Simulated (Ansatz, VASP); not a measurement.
# NiO2: VASP beside Ansatz

INCAR

```
SYSTEM = NiO2
PREC = Accurate
ENCUT = 600
EDIFF = 1E-6
ISMEAR = 0
SIGMA = 0.05
LREAL = .False.
LASPH = .True.
NELM = 200
ALGO = Normal
ISIF = 2
LWAVE = .False.
LCHARG = .True.
ISPIN = 2
MAGMOM = 1 0 0
LORBIT = 11
LMAXMIX = 4
GGA = CA
LELF = .True.
LVHAR = .True.
NBANDS = 22
GGA_COMPAT = .False.
```

File KPOINTS:

```
Automatic mesh
0
Gamma
  13 13 7
  0 0 0
```

File POSCAR:

```
NiO2
1.0
    2.7987818650      0.0000000000      0.0000000000
   -1.3993909325      2.4238161948      0.0000000000
    0.0000000000      0.0000000000      4.6182730000
Ni O
1 2
Direct
    0.0000000000      0.0000000000      0.5000000000
    0.3333333333      0.6666666667      0.2939610000
    0.6666666667      0.3333333333      0.7060390000
```

Input for Ansatz:

```yaml
crystal:
  lattice:
    - [2.798781865, 0.0, 0.0]
    - [-1.3993909325, 2.4238161948, 0.0]
    - [0.0, 0.0, 4.618273]
  atoms:
    - { symbol: Ni, position: [0.0, 0.0, 0.5], spin: 1.0 }
    - { symbol: O, position: [0.3333333333, 0.6666666667, 0.293961] }
    - { symbol: O, position: [0.6666666667, 0.3333333333, 0.706039] }
magnetization:
  spin_polarized: true
hamiltonian:
  xc: lda
  pseudopotentials: { kind: paw }
kpoints:
  mp_grid: { grid: [13, 13, 7] }
scf:
  occupations: { method: gaussian, width: 0.05 }
  convergence: { dr2_threshold: 1.0e-11 }
basis:
  ecutwfc: 600
output:
  forces: true
```

Alike in both runs: task single point; functional LDA; k mesh 13 × 13 × 7; occupations gaussian, width 0.05 eV; collinear spin.

|  | VASP | Ansatz |
| --- | --- | --- |
| version | VASP 6.6.1 | Ansatz 0.2.0 |
| potentials or method | VASP PAW LDA potentials, release 64 (Ni, O), cutoff 600 eV | scalar-relativistic, plane waves, PAW |
| valence electrons in the cell | 22 | 30 |

Ansatz gave:

| Quantity | Value |
| --- | --- |
| rms of the force components (eV/Å) | 0.414 |
| net moment per atom (μB) | 0.00 |

Task: What did VASP give for the same quantities?

Result: rms of the force components (eV/Å): 0.378; net moment per atom (μB): 0.00.

LDA's correlation is that of Perdew and Zunger in VASP and of Perdew and Wang (1992) in Ansatz. Atom by atom the forces differ by 0.036 eV/Å (rms over components). VASP's potentials hold 22 valence electrons a cell and Ansatz's 30, so a difference there can come from the potentials and not from the codes. Ansatz's warnings: seeded moment not kept.
